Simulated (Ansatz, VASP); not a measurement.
## W in VASP and in Ansatz

```xyz
1
Lattice="-1.5967 1.5967 1.5967 1.5967 -1.5967 1.5967 1.5967 1.5967 -1.5967" Properties=species:S:1:pos:R:3 pbc="T T T"
W     0.0000    0.0000    0.0000
```

Alike in both runs: functional PBE; k mesh 17 × 17 × 17; occupations fermi-dirac, width 0.5 eV; no spin polarisation.

Ansatz relaxed the structure, and its values are those at the end. VASP's run is a single point on that final structure, the one shown.

|  | VASP | Ansatz |
| --- | --- | --- |
| version | VASP 6.6.1 | Ansatz 0.2.0 |
| potentials or method | VASP PAW PBE potentials, release 64 (W_sv), cutoff 500 eV | plane-wave PAW DFT |
| valence electrons in the cell | 14 | 14 |

|  | VASP | Ansatz | Ansatz less VASP |
| --- | --- | --- | --- |
| pressure (GPa) | 0.4 | 0.0 | -0.43 |

Spin-orbit coupling is off throughout.
